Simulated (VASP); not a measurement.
# SiC (F-43m) in VASP: further runs, part 4 of 4

VASP 6.6.1.

### 5 Vibrations by perturbation theory, LDA (phonons at volume x 1.02)

The input, INCAR:

```
PREC     = Accurate       # precision mode
ENCUT    = 520            # plane-wave cutoff, eV
EDIFF    = 1E-8           # SCF threshold, eV
ISMEAR   = 0              # smearing method
SIGMA    = 0.01           # smearing width, eV
LREAL    = F              # projectors in reciprocal space
LASPH    = T              # aspherical terms in the spheres
NELM     = 100            # most SCF steps
ALGO     = Normal         # electronic algorithm
ISIF     = 2              # what is computed and relaxed
LWAVE    = F              # write WAVECAR
LCHARG   = T              # write CHGCAR
GGA      = CA             # functional
NBANDS   = 11             # bands
IBRION   = 8              # ionic algorithm
NSW      = 1              # ionic steps
LEPSILON = T              # dielectric tensor by DFPT
```

The input, KPOINTS:

```
regular mesh
0
Gamma
  12 12 12
```

The input, POSCAR:

```
SiC
1.0
    0.0000000000      2.1788245515      2.1788245515
    2.1788245515      0.0000000000      2.1788245515
    2.1788245515      2.1788245515      0.0000000000
Si C
1 1
Direct
    0.0000000000      0.0000000000      0.0000000000
    0.7500000000      0.7500000000      0.7500000000
```

Potentials or basis: VASP PAW LDA potentials, release 64 (Si, C).

Run with:

```
$ cat potpaw_LDA.64/Si/POTCAR potpaw_LDA.64/C/POTCAR > POTCAR
$ mpirun -np 1 vasp_std > vasp.out
```

OUTCAR:

```text
PREC = Accurate
   ENCUT = 520
   EDIFF = 1E-8
   ISMEAR = 0
   LREAL = F
   LASPH = T
   NELM = 100
   ISIF = 2
   GGA = CA
   IBRION = 8
   NSW = 1
   LEPSILON = T

 ion  position               nearest neighbor table
   1  0.000  0.000  0.000-   2 1.89   2 1.89   2 1.89   2 1.89
   2  0.750  0.750  0.750-   1 1.89   1 1.89   1 1.89   1 1.89

  LATTYP: Found a face centered cubic cell.
 ALAT       =     4.3576491030

  Lattice vectors:

 A1 = (   0.0000000000,   2.1788245515,   2.1788245515)
 A2 = (   2.1788245515,   0.0000000000,   2.1788245515)
 A3 = (   2.1788245515,   2.1788245515,   0.0000000000)

Analysis of symmetry for initial positions (statically):
[... 5 lines left out ...]
 face centered cubic supercell.

 Subroutine GETGRP returns: Found 24 space group operations
 (whereof 24 operations were pure point group operations)
 out of a pool of 48 trial point group operations.

The static configuration has the point symmetry T_d .

Analysis of symmetry for dynamics (positions and initial velocities):
[... 5 lines left out ...]
 face centered cubic supercell.

 Subroutine GETGRP returns: Found 24 space group operations
 (whereof 24 operations were pure point group operations)
 out of a pool of 48 trial point group operations.

The dynamic configuration has the point symmetry T_d .

 Subroutine INISYM returns: Found 24 space group operations
 (whereof 24 operations are pure point group operations),
 and found     1 'primitive' translations

----------------------------------------------------------------------------------------

                                     Primitive cell

  volume of cell :      20.6870

  direct lattice vectors                    reciprocal lattice vectors
     0.000000000  2.178824551  2.178824551    -0.229481534  0.229481534  0.229481534
     2.178824551  0.000000000  2.178824551     0.229481534 -0.229481534  0.229481534
     2.178824551  2.178824551  0.000000000     0.229481534  0.229481534 -0.229481534

  length of vectors
     3.081323231  3.081323231  3.081323231     0.397473676  0.397473676  0.397473676

  position of ions in fractional coordinates (direct lattice)
     0.000000000  0.000000000  0.000000000
     0.750000000  0.750000000  0.750000000

  ion indices of the primitive-cell ions
   primitive index   ion index
                 1           1
                 2           2

----------------------------------------------------------------------------------------

 KPOINTS: regular mesh

Automatic generation of k-mesh.
 Grid dimensions read from file:
 generate k-points for:   12   12   12

 Generating k-lattice:

[... 508 lines left out ...]
 PIEZOELECTRIC TENSOR FIELD DIRECTION 3  (C/m^2)
 -----------------------------------------------------------------------------
    -0.00054  0.98145  0.00000
     0.98145 -0.00054  0.00000
     0.00000  0.00000  0.00069

--------------------------------------- Ionic step        4  -------------------------------------------

------------------------ aborting loop because EDIFF is reached ----------------------------------------

[... ionic steps 5 to 6 ...]

--------------------------------------- Ionic step        7  -------------------------------------------

 Free energy of the ion-electron system (eV)
  ---------------------------------------------------
  ---------------------------------------------------
  free energy    TOTEN  =        -0.12386612 eV

  energy without entropy =       -0.12386612

------------------------ aborting loop because EDIFF is reached ----------------------------------------

 INTERNAL STRAIN TENSOR  FOR ION    2  DIRECTION 1   (eV/Angst):
 -----------------------------------------------------------------------------
    -0.00253  0.00000  0.00000
     0.00000  0.00078  7.62981
     0.00000  7.62981  0.00078

 MACROSCOPIC STATIC DIELECTRIC TENSOR (including local field effects in DFT)
 ------------------------------------------------------
           6.991862     0.000000    -0.000000
           0.000000     6.991862    -0.000000
           0.000000     0.000000     6.991862
 ------------------------------------------------------

 PIEZOELECTRIC TENSOR (including local field effects)  for field in x, y, z        (e  Angst)
          XX          YY          ZZ          XY          YZ          ZX
  --------------------------------------------------------------------------------
  x     0.00000     0.00000     0.00000     0.00000     1.26534     0.00000
  y    -0.00000    -0.00000    -0.00000     0.00000     0.00000     1.26534
  z     0.00000    -0.00000     0.00000     1.26534     0.00000     0.00000

 PIEZOELECTRIC TENSOR (including local field effects)  for field in x, y, z        (C/m^2)
          XX          YY          ZZ          XY          YZ          ZX
  --------------------------------------------------------------------------------
  x     0.00000     0.00000     0.00000     0.00000     0.97999     0.00000
  y    -0.00000    -0.00000    -0.00000     0.00000     0.00000     0.97999
  z     0.00000    -0.00000     0.00000     0.97999     0.00000     0.00000

 BORN EFFECTIVE CHARGES (including local field effects) (in |e|, cummulative output)
 ---------------------------------------------------------------------------------
 ion    1
    1     2.70072    -0.00000    -0.00000
    2     0.00000     2.70072     0.00000
    3     0.00000     0.00000     2.70072
 ion    2
    1    -2.70072     0.00000     0.00000
    2    -0.00000    -2.70072    -0.00000
    3    -0.00000    -0.00000    -2.70072

 INTERNAL STRAIN TENSOR FOR ION    2 for displacements in x,y,z  (eV/Angst):
          X           Y           Z          XY          YZ          ZX
  --------------------------------------------------------------------------------
  x    -0.00000     0.00000     0.00000     0.00000     7.62981     0.00000
  y     0.00000     0.00000     0.00000     0.00000     0.00000     7.62981
  z     0.00000     0.00000    -0.00000     7.62981     0.00000     0.00000

 SECOND DERIVATIVES (NOT SYMMETRIZED)
 ------------------------------------
               1X          1Y          1Z          2X          2Y          2Z
  1X   -18.828778    0.000000    0.000000   18.828778    0.000000    0.000000
  1Y     0.000000  -18.828778    0.000000    0.000000   18.828778    0.000000
  1Z     0.000000    0.000000  -18.828778    0.000000    0.000000   18.828778
  2X    18.827553    0.000000    0.000000  -18.827553    0.000000    0.000000
  2Y     0.000000   18.827553    0.000000    0.000000  -18.827553    0.000000
  2Z     0.000000    0.000000   18.827553    0.000000    0.000000  -18.827553

 Eigenvectors and eigenvalues of the dynamical matrix
 ----------------------------------------------------

   1 f  =   23.387060 THz   146.945232 2PiTHz  780.108350 cm-1    96.721065 meV
             X         Y         Z           dx          dy          dz
      0.000000  0.000000  0.000000     0.547330   -0.000000    0.000000
      3.268237  3.268237  3.268237    -0.836917    0.000000    0.000000
[... 21 lines left out ...]
   6 f/i=    0.000348 THz     0.002189 2PiTHz    0.011622 cm-1     0.001441 meV
             X         Y         Z           dx          dy          dz
      0.000000  0.000000  0.000000    -0.690335    0.473147    0.000000
      3.268237  3.268237  3.268237    -0.451467    0.309430    0.000000

--------------------------------------------------------------------------------------------------------

 MACROSCOPIC STATIC DIELECTRIC TENSOR IONIC CONTRIBUTION
 ------------------------------------------------------
           3.388606    -0.000000    -0.000000
          -0.000000     3.388606     0.000000
          -0.000000     0.000000     3.388606
 ------------------------------------------------------

 ELASTIC MODULI CONTR FROM IONIC RELAXATION (kBar)
 Direction    XX          YY          ZZ          XY          YZ          ZX
 --------------------------------------------------------------------------------
 XX          -0.0000      0.0000      0.0000     -0.0000      0.0000     -0.0000
 YY           0.0000     -0.0000      0.0000     -0.0000     -0.0000      0.0000
 ZZ           0.0000      0.0000     -0.0000      0.0000     -0.0000     -0.0000
 XY          -0.0000     -0.0000      0.0000   -218.0907      0.0000     -0.0000
 YZ           0.0000     -0.0000     -0.0000      0.0000   -218.0907      0.0000
 ZX          -0.0000      0.0000     -0.0000     -0.0000      0.0000   -218.0907
 --------------------------------------------------------------------------------

 PIEZOELECTRIC TENSOR IONIC CONTR  for field in x, y, z        (C/m^2)
          XX          YY          ZZ          XY          YZ          ZX
  --------------------------------------------------------------------------------
  x     0.00000    -0.00000    -0.00000     0.00000    -0.80891     0.00000
  y    -0.00000     0.00000    -0.00000    -0.00000     0.00000    -0.80891
  z    -0.00000    -0.00000     0.00000    -0.80891     0.00000    -0.00000
```

Wall time 6.5 min (1 thread of Intel Xeon Platinum 8259CL at 2.50GHz (Skylake/Cascade Lake), shared host); peak memory 0.26 GiB.

Results:

```
Electronic dielectric tensor (diagonal)                 : 6.99
Born charges (mean of the diagonal)                     : Si +2.70; C -2.70 e
Highest phonon frequency at Γ, LO-TO splitting left out : 780 cm⁻¹
```

Phonon frequencies in cm⁻¹ (negative: imaginary):
```
              q point        frequencies
(0.000, 0.000, 0.000)  0 0 0 780 780 780
```

Electronic dielectric tensor:
```
6.99 0.00 0.00
0.00 6.99 0.00
0.00 0.00 6.99
```

Born effective charge tensors (e):
atom 1, Si
```
2.70 0.00 0.00
0.00 2.70 0.00
0.00 0.00 2.70
```
atom 2, C
```
-2.70  0.00  0.00
 0.00 -2.70  0.00
 0.00  0.00 -2.70
```

Caveat: the cell differs from its parent crystal (phonons at volume x 1.02); the cell wasn't relaxed at this level first, which shifts response properties.
